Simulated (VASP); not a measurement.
Wanted: the native input for a VASP 6.6.1 run.

| Item | Value |
| --- | --- |
| Task | single point |
| Functional | PBE |
| Potentials or basis | VASP PAW PBE potentials, release 64 (Ti_sv) |
| Cutoff | 500 eV |
| k mesh | 12 × 12 × 14 |
| Occupations | gaussian, width 0.15 eV |
| Spin | no spin polarisation |
| Dipole correction | no |
| Further INCAR settings | ALGO = Normal; EDIFF = 1e-06; NBANDS = 25 |

The structure of Ti lies in POSCAR:

```
Ti
1.0
    4.4646213109      0.0000000000      0.0000000000
   -2.2323106554      3.8664754735      0.0000000000
    0.0000000000      0.0000000000      2.7609675258
Ti
3
Direct
   -0.0284949435     -0.0569898869      0.0000000000
    0.3475808051      0.6951616101      0.5000000000
    0.6809141384      0.3618282768      0.5000000000
```

This cell differs from its parent crystal: atoms displaced along a vibrational mode, the cell strained.

These files were run (other wordings do the same):

INCAR

```
SYSTEM = Ti
PREC = Accurate
ENCUT = 500
EDIFF = 1E-6
ISMEAR = 0
SIGMA = 0.15
LREAL = .FALSE.
LASPH = .TRUE.
NELM = 120
ALGO = Normal
ISIF = 2
LWAVE = .FALSE.
LCHARG = .TRUE.
GGA = PE
LELF = .TRUE.
LVHAR = .TRUE.
NBANDS = 25
GGA_COMPAT = .FALSE.
```

KPOINTS

```
Automatic mesh
0
G
  12 12 14
  0 0 0
```

Potentials or basis: VASP PAW PBE potentials, release 64 (Ti_sv).

Run with:

```console
$ cat potpaw_PBE.64/Ti_sv/POTCAR > POTCAR
$ mpirun -np 1 vasp_std > vasp.out
```

Results of the run:

```
Pressure               : 12.7 GPa
Largest force          : 2.155 eV/Å
Band gap on the k mesh : zero (bands 18 and 19 overlap by 0.49 eV)
```

Caveat: the cell differs from its parent crystal (atoms displaced along a vibrational mode, the cell strained); the cell stands under pressure; forces of over 1 eV/Å act on the atoms, so gaps and moduli don't describe the material at rest.

Wall time 3.9 min on 1 thread of Intel(R) Xeon(R) Platinum 8488C (Sapphire Rapids) (shared host), peak memory 0.39 GiB.
